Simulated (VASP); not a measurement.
# CsSi2 (P-6m2) in VASP: notebook

Runs on CsSi2. Level: PBE-based screened hybrid with 25 % exact exchange. Tasks: single point.

All numbers are computed with VASP 6.6.1; they aren't measurements. Logs are shortened: lines on timing, memory, paths and dates and some standing lists are left out, and cuts for length are marked.

**1. The cell of the first run**

It takes space group P-6m2 (No. 187, hexagonal). Conventional cell: a = 6.372 Å, b = 6.372 Å, c = 4.479 Å, α = 90.00°, β = 90.00°, γ = 120.00°. Within 5.0 Å of Cs (site symmetry -6m2) lie 12 Si at 3.85 to 4.98 Å and 2 Cs at 4.48 Å. Within 3.0 Å of Si (site symmetry 3m) lie 2 Si at 2.24 Å.

**2. Single point, PBE-based screened hybrid with 25 % exact exchange**

Input file POSCAR:

```
CsSi2
1.0
    6.3715700000      0.0000000000      0.0000000000
   -3.1857800000      5.5179400000      0.0000000000
    0.0000000000      0.0000000000      4.4786600000
Cs Si
1 2
Direct
    0.0000000000      0.0000000000      0.0000000000
    0.6666700000      0.3333300000      0.2503900000
    0.6666700000      0.3333300000      0.7496100000
```

Input file INCAR.step1:

```
ALGO = Normal ; EDIFF = 1E-5
ENCUT = 520 ; GGA = PE
ISIF = 2 ; ISMEAR = -1
LASPH = T ; LCHARG = F
LREAL = F ; LWAVE = T
NBANDS = 16 ; NELM = 60
PREC = Accurate ; SIGMA = 0.05
```

Input file INCAR.step2:

```
AEXX = 0.25 ; ALGO = Normal
EDIFF = 1E-6 ; ENCUT = 520
GGA = PE ; HFSCREEN = 0.4
ISIF = 2 ; ISMEAR = -1
ISTART = 1 ; LASPH = T
LCHARG = F ; LHFCALC = T
LREAL = F ; LWAVE = F
NBANDS = 16 ; NELM = 60
PREC = Accurate ; PRECFOCK = Normal
SIGMA = 0.05
```

Input file KPOINTS:

```
k-points
0
Gamma
  3 3 3
```

Potentials or basis: VASP PAW PBE potentials, release 64 (Cs_sv, Si).

The run is started by

```sh
$ cat potpaw_PBE.64/Cs_sv/POTCAR potpaw_PBE.64/Si/POTCAR > POTCAR
$ cp INCAR.step1 INCAR
$ mpirun -np 1 vasp_std > vasp.out
$ cp INCAR.step2 INCAR
$ mpirun -np 1 vasp_std > vasp.out
```

OUTCAR:

```text
AEXX = 0.25
   EDIFF = 1E-6
   ENCUT = 520
   GGA = PE
   HFSCREEN = 0.4
   ISIF = 2
   ISMEAR = -1
   ISTART = 1
   LASPH = T
   LHFCALC = T
   LREAL = F
   NELM = 60
   PREC = Accurate
   PRECFOCK = Normal

 ion  position               nearest neighbor table
   1  0.000  0.000  0.000-
   2  0.667  0.333  0.250-   3 2.24   3 2.24
   3  0.667  0.333  0.750-   2 2.24   2 2.24

  LATTYP: Found a hexagonal cell.
 ALAT       =     6.3715700000
 C/A-ratio  =     0.7029130968

  Lattice vectors:

 A1 = (   6.3715700000,   0.0000000000,   0.0000000000)
 A2 = (  -3.1857800000,   5.5179400000,   0.0000000000)
 A3 = (   0.0000000000,   0.0000000000,   4.4786600000)

Analysis of symmetry for initial positions (statically):
=====================================================================
 Subroutine PRICEL returns:
 Original cell was already a primitive cell.

 Routine SETGRP: Setting up the symmetry group for a
 hexagonal supercell.

 Subroutine GETGRP returns: Found  4 space group operations
 (whereof  4 operations were pure point group operations)
 out of a pool of 24 trial point group operations.

The static configuration has the point symmetry C_2v.

Analysis of symmetry for dynamics (positions and initial velocities):
=====================================================================
 Subroutine PRICEL returns:
 Original cell was already a primitive cell.

 Routine SETGRP: Setting up the symmetry group for a
 hexagonal supercell.

 Subroutine GETGRP returns: Found  4 space group operations
 (whereof  4 operations were pure point group operations)
 out of a pool of 24 trial point group operations.

The dynamic configuration has the point symmetry C_2v.

 Subroutine INISYM returns: Found  4 space group operations
 (whereof  4 operations are pure point group operations),
 and found     1 'primitive' translations

----------------------------------------------------------------------------------------

                                     Primitive cell

  volume of cell :     157.4605

  direct lattice vectors                    reciprocal lattice vectors
     6.371570000  0.000000000  0.000000000     0.156947189  0.090613384  0.000000000
    -3.185780000  5.517940000  0.000000000     0.000000000  0.181227052  0.000000000
     0.000000000  0.000000000  4.478660000     0.000000000  0.000000000  0.223281071

  length of vectors
     6.371570000  6.371566217  4.478660000     0.181226945  0.181227052  0.223281071

  position of ions in fractional coordinates (direct lattice)
     0.000000000  0.000000000  0.000000000
     0.666670000  0.333330000  0.250390000
     0.666670000  0.333330000  0.749610000

  ion indices of the primitive-cell ions
   primitive index   ion index
                 1           1
                 2           2
                 3           3

----------------------------------------------------------------------------------------

 KPOINTS: k-points

Automatic generation of k-mesh.
 Grid dimensions read from file:
 generate k-points for:    3    3    3

 Generating k-lattice:

  Cartesian coordinates                     Fractional coordinates (reciprocal lattice)
     0.052315730  0.030204461  0.000000000     0.333333333  0.000000000  0.000000000
     0.000000000  0.060409017  0.000000000     0.000000000  0.333333333  0.000000000
     0.000000000  0.000000000  0.074427024     0.000000000  0.000000000  0.333333333

  Length of vectors
     0.060408982  0.060409017  0.074427024

  Shift w.r.t. Gamma in fractional coordinates (k-lattice)
     0.000000000  0.000000000  0.000000000

 Subroutine IBZKPT returns following result:
 ===========================================

 Found      8 irreducible k-points:

 Following reciprocal coordinates:
            Coordinates               Weight
  0.000000  0.000000  0.000000      1.000000
  0.333333  0.000000  0.000000      4.000000
 -0.333333  0.333333  0.000000      2.000000
  0.333333  0.333333  0.000000      2.000000
  0.000000  0.000000  0.333333      2.000000
  0.333333  0.000000  0.333333      8.000000
 -0.333333  0.333333  0.333333      4.000000
  0.333333  0.333333  0.333333      4.000000
   k-points           NKPTS =      8   k-points in BZ     NKDIM =     27   number of bands    NBANDS=     16
   number of dos      NEDOS =    301   number of ions     NIONS =      3
   total plane-waves  NPLWV =  82944
   dimension x,y,z NGX =    48 NGY =   48 NGZ =   36
   dimension x,y,z NGXF=    96 NGYF=   96 NGZF=   72
   ions per type =               1   2
   NGX,Y,Z   is equivalent  to a cutoff of  12.52, 12.52, 13.36 a.u.
   NGXF,Y,Z  is equivalent  to a cutoff of  25.05, 25.05, 26.73 a.u.
 SYSTEM =  unknown system
   PREC   = accura    normal or accurate (medium, high low for compatibility)
   ISTART =      1    job   : 0-new  1-cont  2-samecut
   ICHARG =      0    charge: 1-file 2-atom 10-const
   ISPIN  =      1    spin polarized calculation?
   LNONCOLLINEAR =      F non collinear calculations
   LSORBIT =      F    spin-orbit coupling
   LASPH  =      T    aspherical Exc in radial PAW
   ENCUT  =  520.0 eV  38.22 Ry    6.18 a.u.  11.85 11.85  8.33*2*pi/ulx,y,z
   NELM   =     60;   NELMIN=  2; NELMDL=  0     # of ELM steps
   EDIFF  = 0.1E-05   stopping-criterion for ELM
   LREAL  =      F    real-space projection
   EDIFFG = 0.1E-04   stopping-criterion for IOM
   NSW    =      0    number of steps for IOM
   IBRION =     -1    ionic relax: 0-MD 1-quasi-New 2-CG
   NFREE  =      0    steps in history (QN), initial steepest desc. (CG)
   ISIF   =      2    stress and relaxation
   ISYM   =      3    0-nonsym 1-usesym 2-fastsym
   POTIM  = 0.5000    time-step for ionic-motion
   TEBEG  =    0.0;   TEEND  =   0.0 temperature during run
   PSTRESS=    0.0 pullay stress
   NELECT =      17.0000    total number of electrons
   NUPDOWN=      -1.0000    fix difference up-down
   EMIN   =  10.00;   EMAX   =-10.00  energy-range for DOS
   EFERMI =   0.00;   METHOD = LEGACY
   ISMEAR =    -1;   SIGMA  =   0.05  broadening in eV -4-tet -1-fermi 0-gaus
   EFERMI_NEDOS =   21; number of points for ismear=-14 and -15
   IALGO  =     38    algorithm
   IMIX   =      1    mixing-type and parameters
     AMIX     =   0.40;   BMIX     =  1.00
     AMIX_MAG =   1.60;   BMIX_MAG =  1.00
  volume/ion in A,a.u.               =      52.49       354.20
  Fermi-wavevector in a.u.,A,eV,Ry     =   0.779532  1.473102  8.267855  0.607670
  Thomas-Fermi vector in A             =   1.882656
   LORBIT       =      0    0 simple, 1 ext, 2 COOP (PROOUT), +10 PAW based schemes
   GGA     = PE    functional components
   LHFCALC =     T    Hartree Fock is set to
   PRECFOCK=normal    Normal, Fast or Accurate (Low or Medium for compatibility)
   ENCUT4O =  -1.0   cutoff for four orbital integrals eV
   NKREDX  =     1    reduce k-point grid by
   NKREDY  =     1    reduce k-point grid by
   NKREDZ  =     1    reduce k-point grid by
   AEXX    =    0.2500 exact exchange contribution
   HFSCREEN=    0.4000 screening length (either q_TF or 0.3 A-1)
   HFSCREENC=   0.4000 screening length for correlation (either q_TF or 0.3 A-1)
   ENCUTFOCK=  -1.0 apply spherical cutoff to Coloumb kernel
   IVDW    =     0    specifies the selected vdW correction
   LEPSILON=     F    determine dielectric tensor
   LRPA    =     F    only Hartree local field effects (RPA)
 non-spin polarized calculation
  energy-cutoff  :      520.00
  volume of cell :      157.46
 maximum number of plane-waves:      4283
  NGX = 36; NGY = 36; NGZ = 28

 number of electron      17.0000001 magnetization

 Free energy of the ion-electron system (eV)
  ---------------------------------------------------
  ext. energy  EPLUGINS =         0.00000000
  ---------------------------------------------------
  free energy    TOTEN  =       -10.91377079 eV

  energy without entropy =      -10.86914539  energy(sigma->0) =      -10.89145809

 E-fermi :   1.4533     XC(G=0):  -5.5323

 val. band max:       -0.6651184085   @ k =  -0.3333   0.3333   0.3333
 cond. band min:       1.4952132825   @ k =   0.3333   0.3333   0.3333
 fundamental gap:      2.1603316910
 Fermi energy:         1.4533436839

 k-point     1 :       0.0000    0.0000    0.0000
  band No.  band energies     occupation
      1     -23.4768      2.00000
      2      -9.9480      2.00000
      3      -9.3716      2.00000
      4      -9.3716      2.00000
      5      -9.2728      2.00000
      6      -3.3520      2.00000
      7      -1.5309      2.00000
      8      -1.5309      2.00000
      9      -1.0522      2.00000
     10       2.0989      0.00000
     11       4.1773      0.00000
     12       4.7275      0.00000
     13       4.7276      0.00000
     14       4.9918      0.00000
     15       4.9918      0.00000
     16       6.6575      0.00000

 k-point     2 :       0.3333    0.0000    0.0000
  band No.  band energies     occupation
      1     -23.4760      2.00000
      2     -10.1721      2.00000
      3      -9.3823      2.00000
      4      -9.2695      2.00000
      5      -9.1040      2.00000
      6      -3.3321      2.00000
      7      -1.7397      2.00000
      8      -1.4270      2.00000
      9      -1.0941      2.00000
     10       2.9181      0.00000
     11       3.6847      0.00000
     12       4.5613      0.00000
     13       4.7810      0.00000
     14       4.7886      0.00000
     15       4.9647      0.00000
     16       6.5232      0.00000

 k-point     3 :      -0.3333    0.3333    0.0000
  band No.  band energies     occupation
      1     -23.4760      2.00000
      2     -10.1721      2.00000
      3      -9.3823      2.00000
      4      -9.2695      2.00000
      5      -9.1040      2.00000
      6      -3.3321      2.00000
      7      -1.7397      2.00000
      8      -1.4270      2.00000
      9      -1.0941      2.00000
     10       2.9181      0.00000
     11       3.6846      0.00000
     12       4.5613      0.00000
     13       4.7810      0.00000
     14       4.7886      0.00000
     15       4.9647      0.00000
     16       6.5233      0.00000

 k-point     4 :       0.3333    0.3333    0.0000
  band No.  band energies     occupation
      1     -23.4757      2.00000
      2     -10.2466      2.00000
      3      -9.4006      2.00000
      4      -9.2679      2.00000
      5      -8.9944      2.00000
      6      -3.3214      2.00000
      7      -1.7646      2.00000
      8      -1.4413      2.00000
      9      -1.1143      2.00000
     10       3.2194      0.00000
     11       3.3112      0.00000
     12       4.3314      0.00000
     13       5.0479      0.00000
     14       5.3115      0.00000
     15       5.7082      0.00000
     16       5.8614      0.00000

 k-point     5 :       0.0000    0.0000    0.3333
  band No.  band energies     occupation
      1     -23.4550      2.00000
      2      -9.6546      2.00000
      3      -9.3291      2.00000
      4      -9.3291      2.00000
      5      -9.0120      2.00000
      6      -6.4917      2.00000
      7      -0.7296      2.00000
      8      -0.7296      2.00000
      9       1.6139      0.07744
     10       1.6140      0.07740
     11       3.1330      0.00000
     12       3.2438      0.00000
     13       4.6247      0.00000
     14       4.6247      0.00000
     15       5.2891      0.00000
     16       6.6402      0.00000

 k-point     6 :       0.3333    0.0000    0.3333
  band No.  band energies     occupation
      1     -23.4543      2.00000
      2      -9.6607      2.00000
      3      -9.5618      2.00000
      4      -9.3377      2.00000
      5      -8.7546      2.00000
      6      -6.4728      2.00000
      7      -0.8844      2.00000
      8      -0.6651      2.00000
      9       1.5224      0.40170
     10       1.5979      0.10512
     11       3.0837      0.00000
     12       3.9283      0.00000
     13       4.7676      0.00000
     14       5.2883      0.00000
     15       5.4915      0.00000
     16       5.9504      0.00000

 k-point     7 :      -0.3333    0.3333    0.3333
  band No.  band energies     occupation
      1     -23.4543      2.00000
      2      -9.6607      2.00000
      3      -9.5618      2.00000
      4      -9.3377      2.00000
      5      -8.7545      2.00000
      6      -6.4728      2.00000
      7      -0.8844      2.00000
      8      -0.6651      2.00000
      9       1.5224      0.40176
     10       1.5980      0.10509
     11       3.0837      0.00000
     12       3.9283      0.00000
     13       4.7675      0.00000
     14       5.2883      0.00000
     15       5.4915      0.00000
     16       5.9593      0.00000

 k-point     8 :       0.3333    0.3333    0.3333
  band No.  band energies     occupation
      1     -23.4540      2.00000
      2      -9.6959      2.00000
      3      -9.5899      2.00000
      4      -9.3528      2.00000
      5      -8.6726      2.00000
      6      -6.4610      2.00000
      7      -0.8667      2.00000
      8      -0.7323      2.00000
      9       1.4952      0.60417
     10       1.6387      0.04792
     11       3.0525      0.00000
     12       4.0200      0.00000
     13       4.6661      0.00000
     14       5.3939      0.00000
     15       5.9744      0.00000
     16       6.0965      0.00000

------------------------ aborting loop because EDIFF is reached ----------------------------------------

  FORCE on cell =-STRESS in cart. coord.  units (eV):
  Direction    XX          YY          ZZ          XY          YZ          ZX
  --------------------------------------------------------------------------------------
  -------------------------------------------------------------------------------------
  Total       -0.0477403     -0.0478042      0.4691399     -0.0000554      0.0000000      0.0000000
  in kB       -0.4857631     -0.4864129      4.7735496     -0.0005634      0.0000000      0.0000000
  external PRESSURE =       1.2671245 kB  Pullay stress =       0.0000000 kB

 VOLUME and BASIS-vectors are now :
 -----------------------------------------------------------------------------
  energy-cutoff  :      520.00
  volume of cell :      157.46
      direct lattice vectors                 reciprocal lattice vectors
     6.371570000  0.000000000  0.000000000     0.156947189  0.090613384  0.000000000
    -3.185780000  5.517940000  0.000000000     0.000000000  0.181227052  0.000000000
     0.000000000  0.000000000  4.478660000     0.000000000  0.000000000  0.223281071

 POSITION                                       TOTAL-FORCE (eV/Angst)
 -----------------------------------------------------------------------------------
      0.00000      0.00000      0.00000         0.000028     -0.000016     -0.000000
      3.18582      1.83929      1.12141        -0.000014      0.000008     -0.024432
      3.18582      1.83929      3.35725        -0.000014      0.000008      0.024432
 -----------------------------------------------------------------------------------
    total drift:                               -0.000000      0.000003      0.000000

  FREE ENERGIE OF THE ION-ELECTRON SYSTEM (eV)
  ---------------------------------------------------
  free  energy   TOTEN  =       -10.9137707885 eV

  energy  without entropy=      -10.8691453922  energy(sigma->0) =      -10.89145809
```

Run time: 11 min. Hardware: 1 thread of AMD EPYC 7R43 (Zen 3), shared host; peak memory 0.36 GiB.

What came out:

* Free energy: -10.9138 eV
* Pressure: 0.1 GPa
* Largest force: 0.024 eV/Å
* Band gap on the k mesh: zero (an odd number of electrons rules out a gap without spin polarisation)

Forces in eV/Å, atoms in the order of the input:
```
Cs   0.000  0.000  0.000
Si   0.000  0.000 -0.024
Si   0.000  0.000  0.024
```

Levels at points of the mesh, in eV from the Fermi level:
```
           k point  band 6  band 7  band 8  band 9  band 10  band 11
(0.00, 0.00, 0.00)   -4.81   -2.98   -2.98   -2.51     0.65     2.72
```

Caveat: the k points lie up to 0.47 Å⁻¹ apart, too coarse for converged energies and pressures of a metal; the PAW data sets were made with another functional, which shifts forces and pressure a little; spin-orbit coupling is left out, which moves the levels of the heavy elements.

**3. Single point, PBE-based screened hybrid with 25 % exact exchange**

POSCAR is that of step 2.

Input file INCAR.step1:

```
PREC = Accurate ; ENCUT = 520
EDIFF = 1E-5 ; ISMEAR = -1
SIGMA = 0.05 ; LREAL = F
LASPH = T ; NELM = 100
ALGO = Normal ; ISIF = 2
LWAVE = T ; LCHARG = F
NBANDS = 16 ; GGA = PE
```

Input file INCAR.step2:

```
PREC = Accurate ; ENCUT = 520
EDIFF = 1E-7 ; ISMEAR = -1
SIGMA = 0.05 ; LREAL = F
LASPH = T ; NELM = 100
ALGO = Normal ; ISIF = 2
LWAVE = F ; LCHARG = F
GGA = PE ; LHFCALC = T
AEXX = 0.25 ; HFSCREEN = 0.6
PRECFOCK = Normal ; NBANDS = 16
ISTART = 1
```

Input file KPOINTS:

```
Automatic mesh
0
Gamma
  3 3 3
```

Potentials or basis: VASP PAW PBE potentials, release 64 (Cs_sv, Si).

The run is started by

```sh
$ cat potpaw_PBE.64/Cs_sv/POTCAR potpaw_PBE.64/Si/POTCAR > POTCAR
$ cp INCAR.step1 INCAR
$ mpirun -np 1 vasp_std > vasp.out
$ cp INCAR.step2 INCAR
$ mpirun -np 1 vasp_std > vasp.out
```

Run time: 16 min. Hardware: 1 thread of AMD EPYC 7R43 (Zen 3), shared host; peak memory 0.36 GiB.

The run converged. Its results:

* Free energy: -10.5842 eV
* Pressure: 0.2 GPa
* Largest force: 0.023 eV/Å
* Band gap on the k mesh: zero (an odd number of electrons rules out a gap without spin polarisation)

Forces on the atoms (eV/Å):
```
Cs   0.000  0.000  0.000
Si   0.000  0.000 -0.023
Si   0.000  0.000  0.023
```

Stress tensor (GPa, compression positive):
```
-0.04  0.00  0.00
 0.00 -0.04  0.00
 0.00  0.00  0.69
```

Levels at points of the mesh, in eV from the Fermi level:
| k point | band 4 | band 5 | band 6 | band 7 | band 8 | band 9 | band 10 | band 11 | band 12 | band 13 |
| --- | --- | --- | --- | --- | --- | --- | --- | --- | --- | --- |
| (0.00, 0.00, 0.00) | -10.57 | -10.48 | -4.65 | -2.84 | -2.84 | -2.45 | 0.61 | 2.65 | 3.17 | 3.17 |

Caveat: the k points lie up to 0.47 Å⁻¹ apart, too coarse for converged energies and pressures of a metal; the PAW data sets were made with another functional, which shifts forces and pressure a little; spin-orbit coupling is left out, which moves the levels of the heavy elements.
